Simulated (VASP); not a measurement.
# Tl in VASP: notebook

Tl is run at these levels: LDA; tasks: electric field gradients.

Program: VASP 6.6.1. These are calculated values, not measurements. Logs are shortened: lines on timing, memory, paths and dates and some standing lists are left out, and cuts for length are marked.

### Step 1. The cell of the first run

The structure is hexagonal, space group P6_3/mmc (No. 194). The conventional cell has a = 3.385 Å, b = 3.385 Å, c = 5.412 Å, α = 90.00°, β = 90.00°, γ = 120.00°. Tl (site symmetry -6m2) has 12 Tl at 3.34 to 3.39 Å within 4.4 Å.

### Step 2. Electric field gradients, LDA (volume scaled by 0.94)

INCAR reads:

```
  PREC = Accurate
  ENCUT = 520
  EDIFF = 1E-8
  ISMEAR = -1
  SIGMA = 0.05
  LREAL = F
  LASPH = T
  NELM = 80
  ALGO = Normal
  ISIF = 2
  LWAVE = F
  LCHARG = F
  GGA = CA
  LEFG = T
  NBANDS = 20
```

KPOINTS reads:

```
regular mesh
0
Gamma
  11 11 6
```

POSCAR reads:

```
Tl
1.0
    3.3854479818      0.0000000000      0.0000000000
   -1.6927239909      2.9318839554      0.0000000000
    0.0000000000      0.0000000000      5.4122132506
Tl
2
Direct
    0.3333333333      0.6666666667      0.2500000000
    0.6666666667      0.3333333333      0.7500000000
```

Potentials or basis: VASP PAW LDA potentials, release 64 (Tl_d).

Command:

```
$ cat potpaw_LDA.64/Tl_d/POTCAR > POTCAR
$ mpirun -np 1 vasp_std > vasp.out
```

OUTCAR:

```text
PREC = Accurate
   ENCUT = 520
   EDIFF = 1E-8
   ISMEAR = -1
   LREAL = F
   LASPH = T
   NELM = 80
   ISIF = 2
   GGA = CA

 ion  position               nearest neighbor table
   1  0.333  0.667  0.250-   2 3.34   2 3.34   2 3.34   2 3.34   2 3.34   2 3.34
   2  0.667  0.333  0.750-   1 3.34   1 3.34   1 3.34   1 3.34   1 3.34   1 3.34

  LATTYP: Found a hexagonal cell.
 ALAT       =     3.3854479818
 C/A-ratio  =     1.5986697417

  Lattice vectors:

 A1 = (   3.3854479818,   0.0000000000,   0.0000000000)
 A2 = (  -1.6927239909,   2.9318839554,   0.0000000000)
 A3 = (   0.0000000000,   0.0000000000,   5.4122132506)

Analysis of symmetry for initial positions (statically):
=====================================================================
 Subroutine PRICEL returns:
 Original cell was already a primitive cell.

 Routine SETGRP: Setting up the symmetry group for a
 hexagonal supercell.

 Subroutine GETGRP returns: Found 24 space group operations
 (whereof 12 operations were pure point group operations)
 out of a pool of 24 trial point group operations.

The static configuration has the point symmetry D_3d.
 The point group associated with its full space group is D_6h.

Analysis of symmetry for dynamics (positions and initial velocities):
=====================================================================
 Subroutine PRICEL returns:
 Original cell was already a primitive cell.

 Routine SETGRP: Setting up the symmetry group for a
 hexagonal supercell.

 Subroutine GETGRP returns: Found 24 space group operations
 (whereof 12 operations were pure point group operations)
 out of a pool of 24 trial point group operations.

The dynamic configuration has the point symmetry D_3d.
 The point group associated with its full space group is D_6h.

 Subroutine INISYM returns: Found 24 space group operations
 (whereof 12 operations are pure point group operations),
 and found     1 'primitive' translations

----------------------------------------------------------------------------------------

                                     Primitive cell

  volume of cell :      53.7202

  direct lattice vectors                    reciprocal lattice vectors
     3.385447982  0.000000000  0.000000000     0.295381883  0.170538810  0.000000000
    -1.692723991  2.931883955  0.000000000     0.000000000  0.341077619  0.000000000
     0.000000000  0.000000000  5.412213251     0.000000000  0.000000000  0.184767295

  length of vectors
     3.385447982  3.385447982  5.412213251     0.341077619  0.341077619  0.184767295

  position of ions in fractional coordinates (direct lattice)
     0.333333333  0.666666667  0.250000000
     0.666666667  0.333333333  0.750000000

  ion indices of the primitive-cell ions
   primitive index   ion index
                 1           1
                 2           2

----------------------------------------------------------------------------------------

 KPOINTS: regular mesh

Automatic generation of k-mesh.
 Grid dimensions read from file:
 generate k-points for:   11   11    6

 Generating k-lattice:

  Cartesian coordinates                     Fractional coordinates (reciprocal lattice)
     0.026852898  0.015503528  0.000000000     0.090909091 -0.000000000  0.000000000
     0.000000000  0.031007056  0.000000000     0.000000000  0.090909091  0.000000000
     0.000000000  0.000000000  0.030794549     0.000000000  0.000000000  0.166666667

  Length of vectors
     0.031007056  0.031007056  0.030794549

  Shift w.r.t. Gamma in fractional coordinates (k-lattice)
     0.000000000  0.000000000  0.000000000

 Subroutine IBZKPT returns following result:
 ===========================================

 Found     64 irreducible k-points:

 Following reciprocal coordinates:
            Coordinates               Weight
  0.000000  0.000000  0.000000      1.000000
  0.090909  0.000000  0.000000      6.000000
  0.181818  0.000000  0.000000      6.000000
  0.272727 -0.000000  0.000000      6.000000
  0.363636  0.000000  0.000000      6.000000
  0.454545  0.000000  0.000000      6.000000
[... 16 lines left out ...]
  0.090909  0.090909  0.166667     12.000000
  0.181818  0.090909  0.166667     24.000000
 [... further k-points ...]
   k-points           NKPTS =     64   k-points in BZ     NKDIM =     64   number of bands    NBANDS=     20
   number of dos      NEDOS =    301   number of ions     NIONS =      2
   total plane-waves  NPLWV =  31360
   dimension x,y,z NGX =    28 NGY =   28 NGZ =   40
   dimension x,y,z NGXF=    56 NGYF=   56 NGZF=   80
   ions per type =               2
   NGX,Y,Z   is equivalent  to a cutoff of  13.75, 13.75, 12.29 a.u.
   NGXF,Y,Z  is equivalent  to a cutoff of  27.50, 27.50, 24.57 a.u.
 SYSTEM =  unknown system
   PREC   = accura    normal or accurate (medium, high low for compatibility)
   ISTART =      0    job   : 0-new  1-cont  2-samecut
   ICHARG =      2    charge: 1-file 2-atom 10-const
   ISPIN  =      1    spin polarized calculation?
   LNONCOLLINEAR =      F non collinear calculations
   LSORBIT =      F    spin-orbit coupling
   LASPH  =      T    aspherical Exc in radial PAW
   ENCUT  =  520.0 eV  38.22 Ry    6.18 a.u.   6.29  6.29 10.06*2*pi/ulx,y,z
   NELM   =     80;   NELMIN=  2; NELMDL= -5     # of ELM steps
   EDIFF  = 0.1E-07   stopping-criterion for ELM
   LREAL  =      F    real-space projection
   EDIFFG = 0.1E-06   stopping-criterion for IOM
   NSW    =      0    number of steps for IOM
   IBRION =     -1    ionic relax: 0-MD 1-quasi-New 2-CG
   NFREE  =      0    steps in history (QN), initial steepest desc. (CG)
   ISIF   =      2    stress and relaxation
   ISYM   =      2    0-nonsym 1-usesym 2-fastsym
   POTIM  = 0.5000    time-step for ionic-motion
   TEBEG  =    0.0;   TEEND  =   0.0 temperature during run
   PSTRESS=    0.0 pullay stress
   NELECT =      26.0000    total number of electrons
   NUPDOWN=      -1.0000    fix difference up-down
   EMIN   =  10.00;   EMAX   =-10.00  energy-range for DOS
   EFERMI =   0.00;   METHOD = LEGACY
   ISMEAR =    -1;   SIGMA  =   0.05  broadening in eV -4-tet -1-fermi 0-gaus
   EFERMI_NEDOS =   21; number of points for ismear=-14 and -15
   IALGO  =     38    algorithm
   IMIX   =      4    mixing-type and parameters
     AMIX     =   0.40;   BMIX     =  1.00
     AMIX_MAG =   1.60;   BMIX_MAG =  1.00
  volume/ion in A,a.u.               =      26.86       181.26
  Fermi-wavevector in a.u.,A,eV,Ry     =   1.285346  2.428951 22.478376  1.652114
  Thomas-Fermi vector in A             =   2.417486
   LORBIT       =      0    0 simple, 1 ext, 2 COOP (PROOUT), +10 PAW based schemes
   GGA     = CA    functional components
   LHFCALC =     F    Hartree Fock is set to
   AEXX    =    0.0000 exact exchange contribution
   IVDW    =     0    specifies the selected vdW correction
   LEPSILON=     F    determine dielectric tensor
   LRPA    =     F    only Hartree local field effects (RPA)
 non-spin polarized calculation
  energy-cutoff  :      520.00
  volume of cell :       53.72
 maximum number of plane-waves:      1466
 NGX is ok and might be reduce to    28
   NGX = 13   NGY = 13   NGZ = 21

 number of electron      26.0000002 magnetization

 Free energy of the ion-electron system (eV)
  ---------------------------------------------------
  ext. energy  EPLUGINS =         0.00000000
  ---------------------------------------------------
  free energy    TOTEN  =        -5.87582648 eV

  energy without entropy =       -5.86696081  energy(sigma->0) =       -5.87139364

 E-fermi :   6.9304     XC(G=0): -10.8180

 val. band max:        6.8921706321   @ k =   0.3636   0.0909   0.3333
 cond. band min:       6.9500670460   @ k =   0.3636   0.2727   0.3333
 fundamental gap:      0.0578964139
 Fermi energy:         6.9304173641

 k-point     1 :       0.0000    0.0000    0.0000
  band No.  band energies     occupation
      1      -4.9440      2.00000
      2      -4.6433      2.00000
      3      -4.6220      2.00000
      4      -4.6220      2.00000
      5      -4.5573      2.00000
      6      -4.5573      2.00000
[... 12 lines left out ...]
     19      18.1955      0.00000
     20      18.3632      0.00000

 k-point     2 :       0.0909    0.0000    0.0000
  band No.  band energies     occupation
      1      -4.9095      2.00000
      2      -4.6846      2.00000
      3      -4.5805      2.00000
      4      -4.5754      2.00000
      5      -4.5590      2.00000
      6      -4.5187      2.00000
[... 498 lines left out ...]
 k-point    24 :       0.1818    0.0909    0.1667
  band No.  band energies     occupation
      1      -4.8505      2.00000
      2      -4.7303      2.00000
      3      -4.6668      2.00000
      4      -4.5894      2.00000
      5      -4.5677      2.00000
      6      -4.4127      2.00000
[... 12 lines left out ...]
     19      17.4391      0.00000
     20      18.3067      0.00000

 [... further k-points ...]
[... 5 lines left out ...]
  --------------------------------------------------------------------------------------
  -------------------------------------------------------------------------------------
  Total        0.1787392      0.1787392      0.3610338      0.0000000      0.0000000      0.0000000
  in kB        5.3308012      5.3308012     10.7676424      0.0000000      0.0000000      0.0000000
  external PRESSURE =       7.1430816 kB  Pullay stress =       0.0000000 kB

 VOLUME and BASIS-vectors are now :
 -----------------------------------------------------------------------------
  energy-cutoff  :      520.00
  volume of cell :       53.72
      direct lattice vectors                 reciprocal lattice vectors
     3.385447982  0.000000000  0.000000000     0.295381883  0.170538810  0.000000000
    -1.692723991  2.931883955  0.000000000     0.000000000  0.341077619  0.000000000
     0.000000000  0.000000000  5.412213251     0.000000000  0.000000000  0.184767295

 POSITION                                       TOTAL-FORCE (eV/Angst)
 -----------------------------------------------------------------------------------
     -0.00000      1.95459      1.35305        -0.000000      0.000000      0.000000
      1.69272      0.97729      4.05916         0.000000     -0.000000      0.000000
 -----------------------------------------------------------------------------------
    total drift:                               -0.000000      0.000000     -0.000000

  FREE ENERGIE OF THE ION-ELECTRON SYSTEM (eV)
  ---------------------------------------------------
  free  energy   TOTEN  =        -5.8758264784 eV

  energy  without entropy=       -5.8669608110  energy(sigma->0) =       -5.87139364

 Electric field gradients (V/A^2)
---------------------------------------------------------------------
 ion       V_xx      V_yy      V_zz      V_xy      V_xz      V_yz
---------------------------------------------------------------------
   1      13.286    13.285   -26.571    -0.001     0.000    -0.000
   2      13.286    13.285   -26.571    -0.001    -0.000     0.000
---------------------------------------------------------------------

 Electric field gradients after diagonalization (V/A^2)
 (convention: |V_zz| > |V_xx| > |V_yy|)
----------------------------------------------------------------------
 ion       V_xx      V_yy      V_zz     asymmetry (V_yy - V_xx)/ V_zz
----------------------------------------------------------------------
   1      13.287    13.284   -26.571       0.000
   2      13.287    13.284   -26.571       0.000
----------------------------------------------------------------------

           NMR quadrupolar parameters

 Cq : quadrupolar parameter    Cq=e*Q*V_zz/h
 eta: asymmetry parameters     (V_yy - V_xx)/ V_zz
 Q  : nuclear electric quadrupole moment in mb (millibarn)
----------------------------------------------------------------------
 ion       Cq(MHz)       eta       Q (mb)
----------------------------------------------------------------------
   1      -0.064       0.000       1.000
   2      -0.064       0.000       1.000
----------------------------------------------------------------------
```

Wall time 20 s (1 thread of Intel Xeon 6975P-C (Granite Rapids), shared host); peak memory 0.18 GiB.

What came out:

```
Free energy            : -5.8758 eV
Pressure               : 0.7 GPa
Band gap on the k mesh : zero (band 13 reaches 10.72 eV, above the bottom of band 14 at 4.63 eV)
```

Levels at points of the mesh, in eV from the Fermi level:
```csv
k point,band 9,band 10,band 11,band 12,band 13,band 14,band 15,band 16,band 17,band 18
"(0.00, 0.00, 0.00)",-11.01,-11.01,-10.47,-5.05,-3.07,8.38,8.38,10.51,10.62,10.62
"(0.00, 0.00, 0.50)",-11.14,-11.14,-8.93,-8.93,3.60,3.60,9.41,9.41,9.41,9.41
```

Electric field gradients, principal values (V/Å²):
```csv
atom,least,middle,greatest (by size)
1 Tl,13.284,13.287,-26.571
2 Tl,13.284,13.287,-26.571
```

Caveat: without QUAD_EFG the Cq values of the log hold for a quadrupole moment of 1 mb, not for the nuclei; spin-orbit coupling is left out, which moves the levels of the heavy elements.

### Step 3. Electric field gradients, LDA (volume scaled by 0.96)

INCAR reads:

```
ALGO = Normal
EDIFF = 1E-8
ENCUT = 520
ISIF = 2
ISMEAR = -1
LASPH = T
LCHARG = F
LEFG = T
LREAL = F
LWAVE = F
NBANDS = 20
NELM = 80
PREC = Accurate
SIGMA = 0.05
```

KPOINTS reads:

```
k-points
0
Gamma
  11 11 6
```

POSCAR reads:

```
Tl
1.0
    3.4092899503      0.0000000000      0.0000000000
   -1.7046449752      2.9525317058      0.0000000000
    0.0000000000      0.0000000000      5.4503286843
Tl
2
Direct
    0.3333333333      0.6666666667      0.2500000000
    0.6666666667      0.3333333333      0.7500000000
```

Potentials or basis: VASP PAW LDA potentials, release 64 (Tl_d).

Command:

```
$ cat potpaw_LDA.64/Tl_d/POTCAR > POTCAR
$ mpirun -np 1 vasp_std > vasp.out
```

OUTCAR:

```text
EDIFF = 1E-8
   ENCUT = 520
   ISIF = 2
   ISMEAR = -1
   LASPH = T
   LREAL = F
   NELM = 80
   PREC = Accurate

 ion  position               nearest neighbor table
   1  0.333  0.667  0.250-   2 3.36   2 3.36   2 3.36   2 3.36   2 3.36   2 3.36
   2  0.667  0.333  0.750-   1 3.36   1 3.36   1 3.36   1 3.36   1 3.36   1 3.36

  LATTYP: Found a hexagonal cell.
 ALAT       =     3.4092899503
 C/A-ratio  =     1.5986697417

  Lattice vectors:

 A1 = (   3.4092899503,   0.0000000000,   0.0000000000)
 A2 = (  -1.7046449752,   2.9525317058,   0.0000000000)
 A3 = (   0.0000000000,   0.0000000000,   5.4503286843)

Analysis of symmetry for initial positions (statically):
=====================================================================
 Subroutine PRICEL returns:
 Original cell was already a primitive cell.

 Routine SETGRP: Setting up the symmetry group for a
[... 743 lines left out ...]
  energy-cutoff  :      520.00
  volume of cell :       54.86
      direct lattice vectors                 reciprocal lattice vectors
     3.409289950  0.000000000  0.000000000     0.293316208  0.169346192  0.000000000
    -1.704644975  2.952531706  0.000000000     0.000000000  0.338692383  0.000000000
     0.000000000  0.000000000  5.450328684     0.000000000  0.000000000  0.183475173

 POSITION                                       TOTAL-FORCE (eV/Angst)
 -----------------------------------------------------------------------------------
     -0.00000      1.96835      1.36258         0.000000     -0.000000      0.000000
      1.70464      0.98418      4.08775        -0.000000      0.000000      0.000000
 -----------------------------------------------------------------------------------
    total drift:                               -0.000000      0.000000      0.000000

  FREE ENERGIE OF THE ION-ELECTRON SYSTEM (eV)
  ---------------------------------------------------
  free  energy   TOTEN  =        -5.8782219688 eV

  energy  without entropy=       -5.8690725280  energy(sigma->0) =       -5.87364725

 Electric field gradients (V/A^2)
---------------------------------------------------------------------
 ion       V_xx      V_yy      V_zz      V_xy      V_xz      V_yz
---------------------------------------------------------------------
   1      12.698    12.697   -25.395    -0.001     0.000    -0.000
   2      12.698    12.697   -25.395    -0.001    -0.000     0.000
---------------------------------------------------------------------

 Electric field gradients after diagonalization (V/A^2)
 (convention: |V_zz| > |V_xx| > |V_yy|)
----------------------------------------------------------------------
 ion       V_xx      V_yy      V_zz     asymmetry (V_yy - V_xx)/ V_zz
----------------------------------------------------------------------
   1      12.698    12.696   -25.395       0.000
   2      12.698    12.696   -25.395       0.000
----------------------------------------------------------------------

           NMR quadrupolar parameters

 Cq : quadrupolar parameter    Cq=e*Q*V_zz/h
 eta: asymmetry parameters     (V_yy - V_xx)/ V_zz
 Q  : nuclear electric quadrupole moment in mb (millibarn)
----------------------------------------------------------------------
 ion       Cq(MHz)       eta       Q (mb)
----------------------------------------------------------------------
   1      -0.061       0.000       1.000
   2      -0.061       0.000       1.000
----------------------------------------------------------------------
```

Wall time 21 s (1 thread of Intel Xeon 6975P-C (Granite Rapids), shared host); peak memory 0.18 GiB.

Results:

* Free energy: -5.8782 eV
* Pressure: -0.2 GPa
* Band gap on the k mesh: zero (band 13 reaches 10.40 eV, above the bottom of band 14 at 4.46 eV)

Electric field gradients, principal values (V/Å²):
| atom | least | middle | greatest (by size) |
| --- | --- | --- | --- |
| 1 Tl | 12.696 | 12.698 | -25.395 |
| 2 Tl | 12.696 | 12.698 | -25.395 |

Caveat: without QUAD_EFG the Cq values of the log hold for a quadrupole moment of 1 mb, not for the nuclei; spin-orbit coupling is left out, which moves the levels of the heavy elements.

(Continued in part 2 of 3.)
